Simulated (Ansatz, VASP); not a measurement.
## SrMg: VASP beside Ansatz

The input INCAR:

```
ALGO = Fast
EDIFF = 1E-7
ENCUT = 520
GGA = CA
ISIF = 2
ISMEAR = 0
LASPH = T
LCHARG = T
LELF = T
LREAL = F
LVHAR = T
LWAVE = F
NBANDS = 13
NELM = 100
PREC = Accurate
SIGMA = 0.15
```

KPOINTS

```
k-points
0
Gamma
  12 12 12
```

POSCAR

```
SrMg
1.0
    3.9585000000      0.0000000000      0.0000000000
    0.0000000000      3.9585000000      0.0000000000
    0.0000000000      0.0000000000      3.7830000000
Sr Mg
1 1
Direct
    0.5000000000      0.5000000000      0.5000000000
    0.0000000000      0.0000000000      0.0000000000
```

Input for Ansatz:

```yaml
crystal:
  lattice:
    - [3.9585, 0.0, 0.0]
    - [0.0, 3.9585, 0.0]
    - [0.0, 0.0, 3.783]
  atoms:
    - { symbol: Sr, position: [0.5, 0.5, 0.5] }
    - { symbol: Mg, position: [0.0, 0.0, 0.0] }
basis:
  ecutwfc: 420
kpoints:
  mp_grid: { grid: [12, 12, 12] }
hamiltonian:
  xc: lda
scf:
  occupations: { method: gaussian, width: 0.15 }
output:
  forces: true
  stress: true
  eigenvalues: true
```

Change from the starting cell: strain +0.015 along x and y, -0.030 along z, atoms carried along.

Alike in both runs: task single point; functional LDA; k mesh 12 × 12 × 12; occupations gaussian, width 0.15 eV; no spin polarisation.

|  | VASP | Ansatz |
| --- | --- | --- |
| version | VASP 6.6.1 | Ansatz 0.2.0 |
| potentials or method | VASP PAW LDA potentials, release 64 (Sr_sv, Mg), cutoff 520 eV | scalar-relativistic, plane waves, PAW |
| valence electrons in the cell | 12 | 20 |

Ansatz gave:

```
gap on the k mesh at the Fermi level (eV)                     : none
pressure (GPa)                                                : 3.5
traceless stress, the component that is largest in VASP (GPa) : 0.40
```

Estimate VASP's values.

gap on the k mesh at the Fermi level (eV): none; pressure (GPa): 3.3; traceless stress, the component that is largest in VASP (GPa): 0.41.

LDA's correlation is that of Perdew and Zunger in VASP and of Perdew and Wang (1992) in Ansatz. A gap of «none» marks a metal or a gap that the smearing closes. VASP's potentials hold 12 valence electrons a cell and Ansatz's 20, so a difference there can come from the potentials and not from the codes.
